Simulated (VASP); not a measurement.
# Al2Cl3 (P-3m1) in VASP: a series of runs

Runs on Al2Cl3. Level: PBE. Tasks: single point.

Everything below comes from runs of VASP 6.6.1. Logs are shortened: lines on timing, memory, paths and dates and some standing lists are left out, and cuts for length are marked.

## (1) The cell of the first run

It takes space group P-3m1 (No. 164, trigonal). The conventional cell has a = 4.625 Å, b = 4.625 Å, c = 5.585 Å, α = 90.00°, β = 90.00°, γ = 120.00°. Al (site symmetry 3m) has 8 Cl at 2.72 to 2.98 Å and 3 Al at 3.08 Å within 3.6 Å. Cl (site symmetry -3m) has 6 Al at 2.78 Å and 6 Cl at 3.39 Å within 3.7 Å. Cl (site symmetry 3m) has 5 Al at 2.72 to 2.98 Å and 6 Cl at 3.01 to 3.39 Å within 3.6 Å.

## (2) Single point, PBE

INCAR

```
ALGO = Normal
EDIFF = 1E-6
ENCUT = 520
GGA = PE
ISIF = 2
ISMEAR = 0
LASPH = True
LCHARG = False
LREAL = False
LWAVE = False
NBANDS = 22
NELM = 100
PREC = Accurate
SIGMA = 0.1
```

KPOINTS

```
k-points
0
Gamma
  6 6 4
```

POSCAR

```
Al2Cl3
1.0
    4.6254547972      0.0000000000      0.0000000000
   -2.3127273986      4.0057613584      0.0000000000
    0.0000000000      0.0000000000      5.5848101076
Al Cl
2 3
Direct
    0.3333333333      0.6666666667      0.1380000000
    0.6666666667      0.3333333333      0.8620000000
    0.0000000000      0.0000000000      0.0000000000
    0.3333333333      0.6666666667      0.6250000000
    0.6666666667      0.3333333333      0.3750000000
```

Potentials or basis: VASP PAW PBE potentials, release 64 (Al, Cl).

On the command line:

```console
> cat potpaw_PBE.64/Al/POTCAR potpaw_PBE.64/Cl/POTCAR > POTCAR
> mpirun -np 1 vasp_std > vasp.out
```

OUTCAR:

```text
EDIFF = 1E-6
   ENCUT = 520
   GGA = PE
   ISIF = 2
   ISMEAR = 0
   LASPH = True
   LREAL = False
   NELM = 100
   PREC = Accurate

 ion  position               nearest neighbor table
   1  0.333  0.667  0.138-   4 2.72   3 2.78   3 2.78   3 2.78   4 2.87   5 2.98   5 2.98   5 2.98
                             2 3.08   2 3.08   2 3.08
   2  0.667  0.333  0.862-   5 2.72   3 2.78   3 2.78   3 2.78   5 2.87   4 2.98   4 2.98   4 2.98
                             1 3.08   1 3.08   1 3.08
   3  0.000  0.000  0.000-   1 2.78   2 2.78   1 2.78   2 2.78   2 2.78   1 2.78
   4  0.333  0.667  0.625-   1 2.72   1 2.87   2 2.98   2 2.98   2 2.98
   5  0.667  0.333  0.375-   2 2.72   2 2.87   1 2.98   1 2.98   1 2.98

  LATTYP: Found a hexagonal cell.
 ALAT       =     4.6254547972
 C/A-ratio  =     1.2074077799

  Lattice vectors:

 A1 = (   4.6254547972,   0.0000000000,   0.0000000000)
 A2 = (  -2.3127273986,   4.0057613584,   0.0000000000)
 A3 = (   0.0000000000,   0.0000000000,   5.5848101076)

Analysis of symmetry for initial positions (statically):
=====================================================================
 Subroutine PRICEL returns:
 Original cell was already a primitive cell.

 Routine SETGRP: Setting up the symmetry group for a
 hexagonal supercell.

 Subroutine GETGRP returns: Found 12 space group operations
 (whereof 12 operations were pure point group operations)
 out of a pool of 24 trial point group operations.

The static configuration has the point symmetry D_3d.

Analysis of symmetry for dynamics (positions and initial velocities):
=====================================================================
 Subroutine PRICEL returns:
 Original cell was already a primitive cell.

 Routine SETGRP: Setting up the symmetry group for a
 hexagonal supercell.

 Subroutine GETGRP returns: Found 12 space group operations
 (whereof 12 operations were pure point group operations)
 out of a pool of 24 trial point group operations.

The dynamic configuration has the point symmetry D_3d.

 Subroutine INISYM returns: Found 12 space group operations
 (whereof 12 operations are pure point group operations),
 and found     1 'primitive' translations

----------------------------------------------------------------------------------------

                                     Primitive cell

  volume of cell :     103.4780

  direct lattice vectors                    reciprocal lattice vectors
     4.625454797  0.000000000  0.000000000     0.216194957  0.124820216  0.000000000
    -2.312727399  4.005761358  0.000000000     0.000000000  0.249640433  0.000000000
     0.000000000  0.000000000  5.584810108     0.000000000  0.000000000  0.179057118

  length of vectors
     4.625454797  4.625454797  5.584810108     0.249640433  0.249640433  0.179057118

  position of ions in fractional coordinates (direct lattice)
     0.333333333  0.666666667  0.138000000
     0.666666667  0.333333333  0.862000000
     0.000000000  0.000000000  0.000000000
     0.333333333  0.666666667  0.625000000
     0.666666667  0.333333333  0.375000000

  ion indices of the primitive-cell ions
   primitive index   ion index
                 1           1
                 2           2
                 3           3
                 4           4
                 5           5

----------------------------------------------------------------------------------------

 KPOINTS: k-points

Automatic generation of k-mesh.
 Grid dimensions read from file:
 generate k-points for:    6    6    4

 Generating k-lattice:

  Cartesian coordinates                     Fractional coordinates (reciprocal lattice)
     0.036032493  0.020803369  0.000000000     0.166666667  0.000000000  0.000000000
     0.000000000  0.041606739  0.000000000     0.000000000  0.166666667  0.000000000
     0.000000000  0.000000000  0.044764279     0.000000000  0.000000000  0.250000000

  Length of vectors
     0.041606739  0.041606739  0.044764279

  Shift w.r.t. Gamma in fractional coordinates (k-lattice)
     0.000000000  0.000000000  0.000000000

 Subroutine IBZKPT returns following result:
 ===========================================

 Found     24 irreducible k-points:

 Following reciprocal coordinates:
            Coordinates               Weight
  0.000000  0.000000  0.000000      1.000000
  0.166667 -0.000000  0.000000      6.000000
  0.333333  0.000000  0.000000      6.000000
  0.500000  0.000000  0.000000      3.000000
  0.166667  0.166667  0.000000      6.000000
  0.333333  0.166667  0.000000     12.000000
[... 16 lines left out ...]
  0.333333  0.166667  0.500000     12.000000
  0.333333  0.333333  0.500000      2.000000
   k-points           NKPTS =     24   k-points in BZ     NKDIM =     24   number of bands    NBANDS=     22
   number of dos      NEDOS =    301   number of ions     NIONS =      5
   total plane-waves  NPLWV =  54432
   dimension x,y,z NGX =    36 NGY =   36 NGZ =   42
   dimension x,y,z NGXF=    72 NGYF=   72 NGZF=   84
   ions per type =               2   3
   NGX,Y,Z   is equivalent  to a cutoff of  12.94, 12.94, 12.50 a.u.
   NGXF,Y,Z  is equivalent  to a cutoff of  25.88, 25.88, 25.00 a.u.
 SYSTEM =  unknown system
   PREC   = accura    normal or accurate (medium, high low for compatibility)
   ISTART =      0    job   : 0-new  1-cont  2-samecut
   ICHARG =      2    charge: 1-file 2-atom 10-const
   ISPIN  =      1    spin polarized calculation?
   LNONCOLLINEAR =      F non collinear calculations
   LSORBIT =      F    spin-orbit coupling
   LASPH  =      T    aspherical Exc in radial PAW
   ENCUT  =  520.0 eV  38.22 Ry    6.18 a.u.   8.60  8.60 10.38*2*pi/ulx,y,z
   NELM   =    100;   NELMIN=  2; NELMDL= -5     # of ELM steps
   EDIFF  = 0.1E-05   stopping-criterion for ELM
   LREAL  =      F    real-space projection
   EDIFFG = 0.1E-04   stopping-criterion for IOM
   NSW    =      0    number of steps for IOM
   IBRION =     -1    ionic relax: 0-MD 1-quasi-New 2-CG
   NFREE  =      0    steps in history (QN), initial steepest desc. (CG)
   ISIF   =      2    stress and relaxation
   ISYM   =      2    0-nonsym 1-usesym 2-fastsym
   POTIM  = 0.5000    time-step for ionic-motion
   TEBEG  =    0.0;   TEEND  =   0.0 temperature during run
   PSTRESS=    0.0 pullay stress
   NELECT =      27.0000    total number of electrons
   NUPDOWN=      -1.0000    fix difference up-down
   EMIN   =  10.00;   EMAX   =-10.00  energy-range for DOS
   EFERMI =   0.00;   METHOD = LEGACY
   ISMEAR =     0;   SIGMA  =   0.10  broadening in eV -4-tet -1-fermi 0-gaus
   EFERMI_NEDOS =   21; number of points for ismear=-14 and -15
   IALGO  =     38    algorithm
   IMIX   =      4    mixing-type and parameters
     AMIX     =   0.40;   BMIX     =  1.00
     AMIX_MAG =   1.60;   BMIX_MAG =  1.00
  volume/ion in A,a.u.               =      20.70       139.66
  Fermi-wavevector in a.u.,A,eV,Ry     =   1.046117  1.976874 14.889672  1.094360
  Thomas-Fermi vector in A             =   2.180941
   LORBIT       =      0    0 simple, 1 ext, 2 COOP (PROOUT), +10 PAW based schemes
   GGA     = PE    functional components
   LHFCALC =     F    Hartree Fock is set to
   AEXX    =    0.0000 exact exchange contribution
   IVDW    =     0    specifies the selected vdW correction
   LEPSILON=     F    determine dielectric tensor
   LRPA    =     F    only Hartree local field effects (RPA)
 non-spin polarized calculation
 Gauss-broadening in eV      SIGMA  =   0.10
  energy-cutoff  :      520.00
  volume of cell :      103.48
 maximum number of plane-waves:      2816
 NGX is ok and might be reduce to    36
   NGX = 17   NGY = 17   NGZ = 21

 number of electron      27.0000004 magnetization

 Free energy of the ion-electron system (eV)
  ---------------------------------------------------
  ext. energy  EPLUGINS =         0.00000000
  ---------------------------------------------------
  free energy    TOTEN  =       -14.78131389 eV

  energy without entropy =      -14.77064932  energy(sigma->0) =      -14.77598160

 E-fermi :   4.6179     XC(G=0):  -9.2815

 val. band max:        4.5927518498   @ k =   0.0000   0.1667   0.2500
 cond. band min:       4.6212273509   @ k =   0.3333   0.1667   0.2500
 fundamental gap:      0.0284755012
 Fermi energy:         4.6178890210

 k-point     1 :       0.0000    0.0000    0.0000
  band No.  band energies     occupation
      1     -12.0580      2.00000
      2     -10.9110      2.00000
      3      -9.9220      2.00000
      4      -1.0225      2.00000
      5      -0.6079      2.00000
      6      -0.5611      2.00000
[... 14 lines left out ...]
     21      10.6612      0.00000
     22      12.0974      0.00000

 k-point     2 :       0.1667   -0.0000    0.0000
  band No.  band energies     occupation
      1     -11.9776      2.00000
      2     -10.8965      2.00000
      3      -9.9934      2.00000
      4      -1.6089      2.00000
      5      -1.1212      2.00000
      6      -0.8343      2.00000
[... 14 lines left out ...]
     21      11.2873      0.00000
     22      12.2072      0.00000

 k-point     3 :       0.3333    0.0000    0.0000
  band No.  band energies     occupation
      1     -11.7957      2.00000
      2     -10.8488      2.00000
      3     -10.1797      2.00000
      4      -2.2956      2.00000
      5      -1.1948      2.00000
      6      -1.1240      2.00000
[... 14 lines left out ...]
     21      12.0296      0.00000
     22      12.7015      0.00000
[... 476 lines left out ...]
 k-point    23 :       0.3333    0.1667    0.5000
  band No.  band energies     occupation
      1     -11.6804      2.00000
      2     -10.7506      2.00000
      3     -10.3403      2.00000
      4      -3.0666      2.00000
      5      -2.0303      2.00000
      6      -0.6665      2.00000
[... 14 lines left out ...]
     21      12.4430      0.00000
     22      12.5882      0.00000

 k-point    24 :       0.3333    0.3333    0.5000
  band No.  band energies     occupation
      1     -11.6499      2.00000
      2     -10.5501      2.00000
      3     -10.5501      2.00000
      4      -2.7855      2.00000
      5      -2.7855      2.00000
      6      -0.8796      2.00000
[... 14 lines left out ...]
     21      12.1664      0.00000
     22      12.3865      0.00000

------------------------ aborting loop because EDIFF is reached ----------------------------------------

  FORCE on cell =-STRESS in cart. coord.  units (eV):
  Direction    XX          YY          ZZ          XY          YZ          ZX
  --------------------------------------------------------------------------------------
  -------------------------------------------------------------------------------------
  Total        2.8206996      2.8206996     -0.5774818      0.0000000     -0.0000000      0.0000000
  in kB       43.6736503     43.6736503     -8.9413063      0.0000000     -0.0000000      0.0000000
  external PRESSURE =      26.1353314 kB  Pullay stress =       0.0000000 kB

 VOLUME and BASIS-vectors are now :
 -----------------------------------------------------------------------------
  energy-cutoff  :      520.00
  volume of cell :      103.48
      direct lattice vectors                 reciprocal lattice vectors
     4.625454797  0.000000000  0.000000000     0.216194957  0.124820216  0.000000000
    -2.312727399  4.005761358  0.000000000     0.000000000  0.249640433  0.000000000
     0.000000000  0.000000000  5.584810108     0.000000000  0.000000000  0.179057118

 POSITION                                       TOTAL-FORCE (eV/Angst)
 -----------------------------------------------------------------------------------
     -0.00000      2.67051      0.77070         0.000000     -0.000000      0.906255
      2.31273      1.33525      4.81411        -0.000000      0.000000     -0.906255
      0.00000      0.00000      0.00000         0.000000      0.000000      0.000000
     -0.00000      2.67051      3.49051        -0.000000     -0.000000      0.506145
      2.31273      1.33525      2.09430         0.000000      0.000000     -0.506145
 -----------------------------------------------------------------------------------
    total drift:                               -0.000000      0.000000     -0.000000

  FREE ENERGIE OF THE ION-ELECTRON SYSTEM (eV)
  ---------------------------------------------------
  free  energy   TOTEN  =       -14.7813138925 eV

  energy  without entropy=      -14.7706493161  energy(sigma->0) =      -14.77598160
```

It took 94 s on 1 thread of AMD EPYC 7R13, shared host; peak memory 0.2 GiB.

Results:

| Quantity | Value |
| --- | --- |
| Free energy | -14.7813 eV |
| Pressure | 2.6 GPa |
| Largest force | 0.906 eV/Å |
| Band gap on the k mesh | zero (an odd number of electrons rules out a gap without spin polarisation) |

Forces on the atoms (eV/Å):
```
Al   0.000  0.000  0.906
Al   0.000  0.000 -0.906
Cl   0.000  0.000  0.000
Cl   0.000  0.000  0.506
Cl   0.000  0.000 -0.506
```

Stress tensor (GPa, compression positive):
```
 4.37  0.00  0.00
 0.00  4.37  0.00
 0.00  0.00 -0.89
```

Caveat: the stress differs along the axes, from -1 to 4 GPa; an odd number of electrons without spin polarisation forces a metal; a magnetic or distorted state may lie lower.

## (3) Single point, PBE

This run uses another cell than the first one, of 23.21 Å³/atom.

INCAR

```
PREC = Accurate
ENCUT = 520
EDIFF = 1E-6
ISMEAR = 0
SIGMA = 0.1
LREAL = F
LASPH = T
NELM = 100
ALGO = Normal
ISIF = 2
LWAVE = F
LCHARG = F
GGA = PE
NBANDS = 22
```

KPOINTS

```
regular mesh
0
Gamma
  6 6 4
```

POSCAR

```
Al2Cl3
1.0
    4.7415147345      0.0000000000      0.0000000000
   -2.3707573673      4.1062722125      0.0000000000
    0.0000000000      0.0000000000      5.9592453711
Al Cl
2 3
Direct
    0.3333333333      0.6666666667      0.2196990753
    0.6666666667      0.3333333333      0.7803009247
    0.0000000000      0.0000000000      0.0000000000
    0.3333333333      0.6666666667      0.6495153639
    0.6666666667      0.3333333333      0.3504846361
```

Potentials or basis: VASP PAW PBE potentials, release 64 (Al, Cl).

On the command line:

```console
> cat potpaw_PBE.64/Al/POTCAR potpaw_PBE.64/Cl/POTCAR > POTCAR
> mpirun -np 1 vasp_std > vasp.out
```

OUTCAR:

```text
PREC = Accurate
   ENCUT = 520
   EDIFF = 1E-6
   ISMEAR = 0
   LREAL = F
   LASPH = T
   NELM = 100
   ISIF = 2
   GGA = PE

 ion  position               nearest neighbor table
   1  0.333  0.667  0.220-   4 2.56   5 2.85   5 2.85   5 2.85
   2  0.667  0.333  0.780-   5 2.56   4 2.85   4 2.85   4 2.85
   3  0.000  0.000  0.000-
   4  0.333  0.667  0.650-   1 2.56   2 2.85   2 2.85   2 2.85
   5  0.667  0.333  0.350-   2 2.56   1 2.85   1 2.85   1 2.85

  LATTYP: Found a hexagonal cell.
 ALAT       =     4.7415147345
 C/A-ratio  =     1.2568231261

  Lattice vectors:

 A1 = (   4.7415147345,   0.0000000000,   0.0000000000)
 A2 = (  -2.3707573673,   4.1062722125,   0.0000000000)
 A3 = (   0.0000000000,   0.0000000000,   5.9592453711)

Analysis of symmetry for initial positions (statically):
=====================================================================
 Subroutine PRICEL returns:
 Original cell was already a primitive cell.

 Routine SETGRP: Setting up the symmetry group for a
 hexagonal supercell.

 Subroutine GETGRP returns: Found 12 space group operations
[... 170 lines left out ...]

 E-fermi :   3.8457     XC(G=0):  -8.7916

 val. band max:        3.8127943799   @ k =   0.3333   0.1667   0.0000
 cond. band min:       3.8927375075   @ k =   0.3333   0.1667   0.2500
 fundamental gap:      0.0799431276
 Fermi energy:         3.8456818607

 k-point     1 :       0.0000    0.0000    0.0000
  band No.  band energies     occupation
      1     -12.5985      2.00000
      2     -11.5949      2.00000
      3     -11.3868      2.00000
      4      -1.8218      2.00000
      5      -1.2695      2.00000
      6      -0.9151      2.00000
[... 589 lines left out ...]
     21      10.5662      0.00000
     22      11.0970      0.00000

------------------------ aborting loop because EDIFF is reached ----------------------------------------

  FORCE on cell =-STRESS in cart. coord.  units (eV):
  Direction    XX          YY          ZZ          XY          YZ          ZX
  --------------------------------------------------------------------------------------
  -------------------------------------------------------------------------------------
  Total       -0.1538637     -0.1538637     -0.0500909      0.0000000     -0.0000000      0.0000000
  in kB       -2.1246652     -2.1246652     -0.6916927      0.0000000     -0.0000000      0.0000000
  external PRESSURE =      -1.6470077 kB  Pullay stress =       0.0000000 kB

 VOLUME and BASIS-vectors are now :
 -----------------------------------------------------------------------------
  energy-cutoff  :      520.00
  volume of cell :      116.03
      direct lattice vectors                 reciprocal lattice vectors
     4.741514734  0.000000000  0.000000000     0.210903067  0.121764943  0.000000000
    -2.370757367  4.106272213  0.000000000     0.000000000  0.243529885  0.000000000
     0.000000000  0.000000000  5.959245371     0.000000000  0.000000000  0.167806482

 POSITION                                       TOTAL-FORCE (eV/Angst)
 -----------------------------------------------------------------------------------
     -0.00000      2.73751      1.30924        -0.000000     -0.000000      0.006222
      2.37076      1.36876      4.65000        -0.000000      0.000000     -0.006222
      0.00000      0.00000      0.00000        -0.000000     -0.000000      0.000000
     -0.00000      2.73751      3.87062         0.000000     -0.000000     -0.018797
      2.37076      1.36876      2.08862        -0.000000     -0.000000      0.018797
 -----------------------------------------------------------------------------------
    total drift:                                0.000000      0.000000     -0.000000

  FREE ENERGIE OF THE ION-ELECTRON SYSTEM (eV)
  ---------------------------------------------------
  free  energy   TOTEN  =       -15.3674912134 eV

  energy  without entropy=      -15.3563878343  energy(sigma->0) =      -15.36193952
```

OSZICAR:

```text
N       E                     dE             d eps       ncg     rms          rms(c)
DAV:   1     0.128893098946E+03    0.12889E+03   -0.10788E+04  1056   0.100E+03
DAV:   2    -0.387258451961E+01   -0.13277E+03   -0.12647E+03  1442   0.175E+02
DAV:   3    -0.156568724525E+02   -0.11784E+02   -0.11682E+02  1332   0.560E+01
DAV:   4    -0.158214683020E+02   -0.16460E+00   -0.16451E+00  1252   0.824E+00
DAV:   5    -0.158248769244E+02   -0.34086E-02   -0.34085E-02  1424   0.119E+00    0.876E+00
DAV:   6    -0.153888515223E+02    0.43603E+00   -0.72629E-01  1182   0.406E+00    0.498E+00
DAV:   7    -0.153664427175E+02    0.22409E-01   -0.21989E-01  1212   0.212E+00    0.175E+00
DAV:   8    -0.153674039202E+02   -0.96120E-03   -0.32072E-02  1212   0.891E-01    0.202E-01
DAV:   9    -0.153669826265E+02    0.42129E-03   -0.29224E-03  1286   0.280E-01    0.842E-02
DAV:  10    -0.153673599942E+02   -0.37737E-03   -0.34200E-04  1188   0.990E-02    0.420E-02
DAV:  11    -0.153674850306E+02   -0.12504E-03   -0.11269E-04  1254   0.539E-02    0.199E-02
DAV:  12    -0.153674882187E+02   -0.31881E-05   -0.12465E-05  1258   0.186E-02    0.692E-03
DAV:  13    -0.153674913593E+02   -0.31406E-05   -0.36924E-06  1236   0.992E-03    0.404E-03
DAV:  14    -0.153674912134E+02    0.14584E-06   -0.81353E-08   906   0.173E-03
   1 F= -.15367491E+02 E0= -.15361940E+02  d E =-.111034E-01
```

Run time: 2 min. Hardware: 1 thread of AMD EPYC 7R13, shared host; peak memory 0.21 GiB.

What came out:

```
Free energy            : -15.3675 eV
Pressure               : -0.2 GPa
Largest force          : 0.019 eV/Å
Band gap on the k mesh : zero (an odd number of electrons rules out a gap without spin polarisation)
```

Forces in eV/Å, atoms in the order of the input:
```
Al   0.000  0.000  0.006
Al   0.000  0.000 -0.006
Cl   0.000  0.000  0.000
Cl   0.000  0.000 -0.019
Cl   0.000  0.000  0.019
```

Caveat: an odd number of electrons without spin polarisation forces a metal; a magnetic or distorted state may lie lower.

The gap in the log of VASP goes by the Fermi energy; the results here count the filled bands.